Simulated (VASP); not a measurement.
# SiO2 (P6_222) in VASP: vibrations by perturbation theory with PBE

Aim: the vibrations by perturbation theory of SiO2 with PBE.

Program: VASP 6.6.1. These are calculated values, not measurements. Logs are shortened: lines on timing, memory, paths and dates and some standing lists are left out, and cuts for length are marked.

## (1) The cell of the first run

Symmetry: P6_222, No. 180, hexagonal system. Conventional cell: a = 5.105 Å, b = 5.105 Å, c = 5.585 Å, α = 90.00°, β = 90.00°, γ = 120.00°. Within 2.2 Å of Si (site symmetry 222) lie 4 O at 1.62 Å. O (site symmetry 2) has 2 Si at 1.62 Å within 2.2 Å.

## (2) Vibrations by perturbation theory, PBE

INCAR reads:

```
  ALGO = Normal
  EDIFF = 1E-8
  ENCUT = 520
  GGA = PE
  IBRION = 8
  ISIF = 2
  ISMEAR = 0
  LASPH = T
  LCHARG = F
  LREAL = F
  LWAVE = F
  NBANDS = 34
  NELM = 100
  NSW = 1
  PREC = Accurate
  SIGMA = 0.05
```

KPOINTS reads:

```
k-points
0
Gamma
  6 6 4
```

POSCAR reads:

```
SiO2
1.0
    5.1048960585      0.0000000000      0.0000000000
   -2.5524480292      4.4209696703      0.0000000000
    0.0000000000      0.0000000000      5.5846859247
Si O
3 6
Direct
    0.5000000000      0.0000000000      0.0000000000
    0.5000000000      0.5000000000      0.3333333333
    0.0000000000      0.5000000000      0.6666666667
    0.4159266453      0.2079633227      0.1666666667
    0.2079633227      0.4159266453      0.5000000000
    0.7920366773      0.2079633227      0.8333333333
    0.5840733547      0.7920366773      0.1666666667
    0.7920366773      0.5840733547      0.5000000000
    0.2079633227      0.7920366773      0.8333333333
```

Potentials or basis: VASP PAW PBE potentials, release 64 (Si, O).

Run with:

```bash
> cat potpaw_PBE.64/Si/POTCAR potpaw_PBE.64/O/POTCAR > POTCAR
> mpirun -np 1 vasp_std > vasp.out
```

OUTCAR:

```text
EDIFF = 1E-8
   ENCUT = 520
   GGA = PE
   IBRION = 8
   ISIF = 2
   ISMEAR = 0
   LASPH = T
   LREAL = F
   NELM = 100
   NSW = 1
   PREC = Accurate

 ion  position               nearest neighbor table
   1  0.500  0.000  0.000-   6 1.62   9 1.62   7 1.62   4 1.62
   2  0.500  0.500  0.333-   4 1.62   7 1.62   5 1.62   8 1.62
   3  0.000  0.500  0.667-   6 1.62   9 1.62   8 1.62   5 1.62
   4  0.416  0.208  0.167-   2 1.62   1 1.62
   5  0.208  0.416  0.500-   2 1.62   3 1.62
   6  0.792  0.208  0.833-   3 1.62   1 1.62
   7  0.584  0.792  0.167-   2 1.62   1 1.62
   8  0.792  0.584  0.500-   2 1.62   3 1.62
   9  0.208  0.792  0.833-   3 1.62   1 1.62

  LATTYP: Found a hexagonal cell.
 ALAT       =     5.1048960585
 C/A-ratio  =     1.0939862165

  Lattice vectors:

 A1 = (   5.1048960585,   0.0000000000,   0.0000000000)
 A2 = (  -2.5524480292,   4.4209696703,   0.0000000000)
 A3 = (   0.0000000000,   0.0000000000,   5.5846859247)

Analysis of symmetry for initial positions (statically):
=====================================================================
 Subroutine PRICEL returns:
 Original cell was already a primitive cell.

 Routine SETGRP: Setting up the symmetry group for a
 hexagonal supercell.
[... 1033 lines left out ...]
  x    11.99993     1.50510     5.39687     7.20426     3.93033     6.57861
  y     9.39549   -17.19262    -3.11588     5.19442    -6.60011     3.66526
  z     8.71548    -8.71548     0.00000     5.01599    -3.96118     6.86035

 SECOND DERIVATIVES (NOT SYMMETRIZED)
 ------------------------------------
               1X          1Y          1Z          2X          2Y          2Z          3X          3Y          3Z          4X          4Y          4Z          5X          5Y          5Z          6X          6Y          6Z          7X          7Y          7Z          8X          8Y          8Z          9X          9Y          9Z
  1X   -42.162244   -0.000000    0.000000    2.326082   -5.851333   -0.000000    2.326082    5.851333    0.000000    9.463063   -6.070406   -7.169714   -0.171086   -0.000000   -0.919867    9.463063    6.070406   -7.169714    9.463063   -6.070406    7.169714   -0.171086   -0.000000    0.919867    9.463063    6.070406    7.169714
  1Y    -0.000000  -44.375572    0.000000   -3.420037    7.740955    0.000000    3.420037    7.740955    0.000000   -6.795442    8.143434    6.508087   -0.000000   -1.840038    0.000000    6.795442    8.143434   -6.508087   -6.795442    8.143434   -6.508087   -0.000000   -1.840038    0.000000    6.795442    8.143434    6.508087
  1Z     0.000000   -0.000000  -46.277457   -0.000000    0.000000    7.203044   -0.000000    0.000000    7.203044   -7.764354    7.635871    9.671506    1.699100    0.000000   -3.407327   -7.764354   -7.635871    9.671506    7.764354   -7.635871    9.671506   -1.699100    0.000000   -3.407327    7.764354    7.635871    9.671506
  2X     2.372616   -3.446903    0.000000  -43.822240    0.958399    0.000000   10.401858   -1.242515    0.000000    2.902266   -3.007564   -2.051312   14.044417    4.150396   -9.221026   -1.422800    0.722677   -0.459933    2.902266   -3.007564    2.051312   14.044417    4.150396    9.221026   -1.422800    0.722677    0.459933
  2Y    -5.878199    7.694421   -0.000000    0.958399  -42.715576    0.000000    1.188781   -0.334820    0.000000   -2.282528   14.704231    9.463198    3.425360    3.562080   -2.955111    0.722677   -0.588324   -0.796628   -2.282528   14.704231   -9.463198    3.425360    3.562080    2.955111    0.722677   -0.588324    0.796628
  2Z     0.000000    0.000000    7.203044   -0.000000    0.000000  -46.277457    0.000000    0.000000    7.203044   -2.730682   10.542063    9.671506  -10.495035   -2.906192    9.671506    0.849550    1.471463   -3.407327    2.730682  -10.542063    9.671506   10.495035    2.906192    9.671506   -0.849550   -1.471463   -3.407327
  3X     2.372616    3.446903    0.000000   10.401858    1.242515    0.000000  -43.822240   -0.958399   -0.000000   -1.422800   -0.722677   -0.459933   14.044417   -4.150396   -9.221026    2.902266    3.007564   -2.051312   -1.422800   -0.722677    0.459933   14.044417   -4.150396    9.221026    2.902266    3.007564    2.051312
  3Y     5.878199    7.694421    0.000000   -1.188781   -0.334820    0.000000   -0.958399  -42.715576    0.000000   -0.722677   -0.588324    0.796628   -3.425360    3.562080    2.955111    2.282528   14.704231   -9.463198   -0.722677   -0.588324   -0.796628   -3.425360    3.562080   -2.955111    2.282528   14.704231    9.463198
  3Z    -0.000000    0.000000    7.203044   -0.000000    0.000000    7.203044   -0.000000    0.000000  -46.277457    0.849550   -1.471463   -3.407327  -10.495035    2.906192    9.671506   -2.730682  -10.542063    9.671506   -0.849550    1.471463   -3.407327   10.495035   -2.906192    9.671506    2.730682   10.542063    9.671506
  4X     9.417682   -6.720179   -7.665490    2.913171   -2.364855   -2.834731   -1.402575   -0.735036    0.854813  -15.651829   13.838293   12.920530    1.818434   -1.056991   -2.145060    1.533497    0.336084   -2.059141    1.497469   -3.794807    0.413753   -0.003979    0.568343    0.679756   -0.121871   -0.070853   -0.164430
  4Y    -6.120236    8.158417    7.698938   -2.964798   14.662929   10.487978   -0.735036   -0.553829   -1.480580   13.838293  -31.630913  -22.379015   -1.191088    0.529290    1.428318   -0.319319   -0.526150    0.403932   -3.794807    5.879335   -0.716641    1.223746    1.011326    1.985235    0.063244    2.469595    2.571836
  4Z    -7.173345    6.507672    9.662343   -2.049137    9.466135    9.662343   -0.461996    0.800200   -3.407655   12.919184  -22.376684  -23.841658   -2.309721    1.164438    2.405909   -2.034681   -0.414158    2.240519   -0.412744    0.714893   -1.368230    1.376012    1.555007    2.240519    0.146428    2.582497    2.405909
  5X    -0.129456   -0.000000    1.709626   14.033296    3.455410  -10.500221   14.033296   -3.455410  -10.500221    1.825023   -1.187284   -2.309490  -39.620455   -0.000000   25.841061    1.825023    1.187284   -2.309490   -0.018497    1.215364   -1.379386    8.070267   -0.000000    0.827506   -0.018497   -1.215364   -1.379386
  5Y    -0.000000   -1.826948    0.000000    4.055353    3.542803   -2.789041   -4.055353    3.542803    2.789041   -1.053187    0.522701    1.143518   -0.000000   -7.662287    0.000000    1.053187    0.522701   -1.143518    0.559960    1.025845   -1.581303   -0.000000   -0.693463    0.000000   -0.559960    1.025845    1.581303
  5Z    -0.923991    0.000000   -3.407655   -9.222481   -2.958463    9.662343   -9.222481    2.958463    9.662343   -2.163294    1.418058    2.405909   25.838369    0.000000  -23.841658   -2.163294   -1.418058    2.405909   -0.658670   -1.969165    2.240519   -0.825487    0.000000   -1.368230   -0.658670    1.969165    2.240519
  6X     9.417682    6.720179   -7.665490   -1.402575    0.735036    0.854813    2.913171    2.364855   -2.834731    1.533497   -0.336084   -2.059141    1.818434    1.056991   -2.145060  -15.651829  -13.838293   12.920530   -0.121871    0.070853   -0.164430   -0.003979   -0.568343    0.679756    1.497469    3.794807    0.413753
  6Y     6.120236    8.158417   -7.698938    0.735036   -0.553829    1.480580    2.964798   14.662929  -10.487978    0.319319   -0.526150   -0.403932    1.191088    0.529290   -1.428318  -13.838293  -31.630913   22.379015   -0.063244    2.469595   -2.571836   -1.223746    1.011326   -1.985235    3.794807    5.879335    0.716641
  6Z    -7.173345   -6.507672    9.662343   -0.461996   -0.800200   -3.407655   -2.049137   -9.466135    9.662343   -2.034681    0.414158    2.240519   -2.309721   -1.164438    2.405909   12.919184   22.376684  -23.841658    0.146428   -2.582497    2.405909    1.376012   -1.555007    2.240519   -0.412744   -0.714893   -1.368230
  7X     9.417682   -6.720179    7.665490    2.913171   -2.364855    2.834731   -1.402575   -0.735036   -0.854813    1.497469   -3.794807   -0.413753   -0.003979    0.568343   -0.679756   -0.121871   -0.070853    0.164430  -15.651829   13.838293  -12.920530    1.818434   -1.056991    2.145060    1.533497    0.336084    2.059141
  7Y    -6.120236    8.158417   -7.698938   -2.964798   14.662929  -10.487978   -0.735036   -0.553829    1.480580   -3.794807    5.879335    0.716641    1.223746    1.011326   -1.985235    0.063244    2.469595   -2.571836   13.838293  -31.630913   22.379015   -1.191088    0.529290   -1.428318   -0.319319   -0.526150   -0.403932
  7Z     7.173345   -6.507672    9.662343    2.049137   -9.466135    9.662343    0.461996   -0.800200   -3.407655    0.412744   -0.714893   -1.368230   -1.376012   -1.555007    2.240519   -0.146428   -2.582497    2.405909  -12.919184   22.376684  -23.841658    2.309721   -1.164438    2.405909    2.034681    0.414158    2.240519
  8X    -0.129456   -0.000000   -1.709626   14.033296    3.455410   10.500221   14.033296   -3.455410   10.500221   -0.018497    1.215364    1.379386    8.070267   -0.000000   -0.827506   -0.018497   -1.215364    1.379386    1.825023   -1.187284    2.309490  -39.620455   -0.000000  -25.841061    1.825023    1.187284    2.309490
  8Y    -0.000000   -1.826948    0.000000    4.055353    3.542803    2.789041   -4.055353    3.542803   -2.789041    0.559960    1.025845    1.581303   -0.000000   -0.693463    0.000000   -0.559960    1.025845   -1.581303   -1.053187    0.522701   -1.143518   -0.000000   -7.662287    0.000000    1.053187    0.522701    1.143518
  8Z     0.923991    0.000000   -3.407655    9.222481    2.958463    9.662343    9.222481   -2.958463    9.662343    0.658670    1.969165    2.240519    0.825487    0.000000   -1.368230    0.658670   -1.969165    2.240519    2.163294   -1.418058    2.405909  -25.838369    0.000000  -23.841658    2.163294    1.418058    2.405909
  9X     9.417682    6.720179    7.665490   -1.402575    0.735036   -0.854813    2.913171    2.364855    2.834731   -0.121871    0.070853    0.164430   -0.003979   -0.568343   -0.679756    1.497469    3.794807   -0.413753    1.533497   -0.336084    2.059141    1.818434    1.056991    2.145060  -15.651829  -13.838293  -12.920530
  9Y     6.120236    8.158417    7.698938    0.735036   -0.553829   -1.480580    2.964798   14.662929   10.487978   -0.063244    2.469595    2.571836   -1.223746    1.011326    1.985235    3.794807    5.879335   -0.716641    0.319319   -0.526150    0.403932    1.191088    0.529290    1.428318  -13.838293  -31.630913  -22.379015
  9Z     7.173345    6.507672    9.662343    0.461996    0.800200   -3.407655    2.049137    9.466135    9.662343   -0.146428    2.582497    2.405909   -1.376012    1.555007    2.240519    0.412744    0.714893   -1.368230    2.034681   -0.414158    2.240519    2.309721    1.164438    2.405909  -12.919184  -22.376684  -23.841658

 Eigenvectors and eigenvalues of the dynamical matrix
   1 f  =   34.866066 THz   219.069952 2PiTHz 1163.006765 cm-1   144.194396 meV
   2 f  =   34.866066 THz   219.069952 2PiTHz 1163.006765 cm-1   144.194396 meV
   3 f  =   32.435430 THz   203.797814 2PiTHz 1081.929472 cm-1   134.142098 meV
   4 f  =   31.835962 THz   200.031248 2PiTHz 1061.933380 cm-1   131.662900 meV
   5 f  =   31.717549 THz   199.287240 2PiTHz 1057.983567 cm-1   131.173185 meV
   6 f  =   31.717549 THz   199.287240 2PiTHz 1057.983567 cm-1   131.173185 meV
[... 15 lines left out ...]
  22 f  =    2.426149 THz    15.243943 2PiTHz   80.927614 cm-1    10.033741 meV
  23 f  =    2.426149 THz    15.243943 2PiTHz   80.927614 cm-1    10.033741 meV
  24 f/i=    0.009354 THz     0.058776 2PiTHz    0.312031 cm-1     0.038687 meV
  25 f/i=    0.009354 THz     0.058776 2PiTHz    0.312031 cm-1     0.038687 meV
  26 f/i=    0.010414 THz     0.065430 2PiTHz    0.347357 cm-1     0.043067 meV
  27 f/i=    1.725217 THz    10.839860 2PiTHz   57.547054 cm-1     7.134922 meV

 ELASTIC MODULI CONTR FROM IONIC RELAXATION (kBar)
 Direction    XX          YY          ZZ          XY          YZ          ZX
 --------------------------------------------------------------------------------
 XX        -984.3163     80.9655   -360.9962     -0.0000     -0.0000     -0.0000
 YY          80.9655   -984.3163   -360.9962     -0.0000     -0.0000     -0.0000
 ZZ        -360.9962   -360.9962   -288.5219     -0.0000     -0.0000     -0.0000
 XY          -0.0000     -0.0000     -0.0000   -532.6539      0.0000     -0.0000
 YZ          -0.0000     -0.0000     -0.0000      0.0000  -1640.5432     -0.0000
 ZX          -0.0000     -0.0000     -0.0000      0.0000     -0.0000  -1659.7468
 --------------------------------------------------------------------------------
```

It took 84 min on 1 thread of Oxide Virtual Turin-like, shared host; peak memory 0.7 GiB.

Results:

```
Highest phonon frequency at Γ, LO-TO splitting left out : 1163 cm⁻¹
Most unstable mode                                      : 58i cm⁻¹
```

Phonon frequencies in cm⁻¹ (negative: imaginary):
```tsv
q point	frequencies
(0.000, 0.000, 0.000)	-58 0 0 0 81 81 236 236 345 376 376 389 392 392 400 418 654 654 751 753 753 1058 1058 1062 1082 1163 1163
```

Caveat: some modes are imaginary.
